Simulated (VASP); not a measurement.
The system is AlNi.

```xyz
2
Lattice="2.0428 -2.0428 0.0000 2.0428 2.0428 0.0000 0.0000 0.0000 2.9011" Properties=species:S:1:pos:R:3 pbc="T T T"
Al    0.0000    0.0000    0.0000
Ni    2.0428    0.0000    1.4506
```

- Program: VASP 6.6.1
- Task: relaxation of cell and atoms
- Functional: PBEsol
- Potentials or basis: VASP PAW PBE potentials, release 64 (Al, Ni)
- Cutoff: 600 eV
- k mesh: 16 × 16 × 14
- Occupations: gaussian, width 0.1 eV
- Spin: no spin polarisation

At the start: pressure -5.1 GPa; volume 12.11 Å³/atom.

Problem. How do energy, volume and symmetry change on relaxing?

Solution. Over 5 steps the energy falls by 6.2 meV/atom and the volume is 11.74 Å³/atom (-3.0 %); space group Pm-3m (No. 221, to 0.1 Å) before and after.

Step by step:
```tsv
step	energy change (eV)	largest force (eV/Å)	pressure (GPa)	volume (Å³)
1	0.0000	0.0000	-5.05	24.21
2	-0.0048	0.0000	4.60	22.90
3	-0.0123	0.0000	0.18	23.46
4	-0.0123	0.0000	-0.31	23.48
5	-0.0123	0.0000	0.01	23.48
```

Final structure:
```cif
data_structure
_symmetry_space_group_name_H-M 'P 1'
_symmetry_Int_Tables_number 1
_cell_length_a 2.8595
_cell_length_b 2.8595
_cell_length_c 2.8711
_cell_angle_alpha 90.000
_cell_angle_beta 90.000
_cell_angle_gamma 90.000
_cell_volume 23.48
loop_
_atom_site_label
_atom_site_type_symbol
_atom_site_fract_x
_atom_site_fract_y
_atom_site_fract_z
_atom_site_occupancy
Al1 Al 0.00000 0.00000 0.00000 1
Ni1 Ni 0.50000 0.50000 0.50000 1
```

Caveat: the PAW data sets were made with another functional, which shifts forces and pressure a little.
